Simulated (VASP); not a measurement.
**Al16H2C: single point with PBE+D3(BJ)**

System: Al16H2C, a slab with vacuum.

```
Al C H
1.0
     8.10000    0.00000    0.00000
     0.00000    5.72757    0.00000
     0.00000    0.00000   16.29567
Al C H
16 1 2
Cartesian
  2.0250 1.4319 1.0000
  6.0750 1.4319 1.0000
  2.0250 4.2957 1.0000
  6.0750 4.2957 1.0000
  -0.0001 0.0001 2.3028
  4.0503 0.0001 2.2875
  0.0001 2.8639 2.2262
  4.0498 2.8640 2.2804
  2.0246 1.4164 3.7949
  6.0762 1.4174 3.7948
  2.0243 4.3117 3.7952
  6.0766 4.3106 3.7951
  -0.0020 -0.0008 5.3136
  4.0509 0.0003 5.0897
  0.0021 2.8626 4.9887
  4.0500 2.8641 5.0670
  -0.0106 2.8626 6.8759
  -0.9394 2.8608 7.4562
  0.8940 2.8693 7.4922
```

| Item | Value |
| --- | --- |
| Program | VASP 6.6.1 |
| Task | single point |
| Functional | PBE |
| Dispersion | D3(BJ) |
| Potentials or basis | VASP PAW PBE potentials, release 64 (Al, C, H) |
| Cutoff | 520 eV |
| k mesh | 3 × 4 × 1 |
| Occupations | gaussian, width 0.15 eV |
| Spin | no spin polarisation |

* Largest force: 0.052 eV/Å
* Band gap on the k mesh: zero (bands 27 and 28 overlap by 0.93 eV)
* Dispersion energy per atom: -0.183 eV

Forces on the atoms (eV/Å):
```
Al  -0.017 -0.007  0.001
Al   0.018 -0.006  0.001
Al  -0.017  0.007  0.002
Al   0.017  0.006  0.001
Al   0.000  0.000  0.001
Al   0.000 -0.001 -0.004
Al   0.001  0.000 -0.002
Al   0.001  0.000 -0.002
Al  -0.001  0.002  0.002
Al   0.001  0.001  0.002
Al  -0.002 -0.003  0.002
Al   0.000 -0.002  0.000
Al   0.000  0.001 -0.001
Al   0.000  0.000  0.000
Al   0.011  0.000 -0.011
Al   0.000  0.000 -0.003
C   -0.024  0.008 -0.046
H   -0.010 -0.001  0.038
H    0.022 -0.005  0.019
```

Levels at points of the mesh, in eV from the Fermi level:
```csv
k point,band 23,band 24,band 25,band 26,band 27,band 28,band 29,band 30
"(0.00, 0.00, 0.00)",-1.69,-1.15,-0.82,-0.68,-0.59,-0.48,0.11,0.50
"(0.00, 0.50, 0.00)",-0.92,-0.87,-0.37,-0.20,0.45,0.53,0.73,1.02
```

It took 4.3 min on 1 thread of Intel(R) Xeon(R) 6975P-C (Granite Rapids) (shared host), peak memory 0.76 GiB.
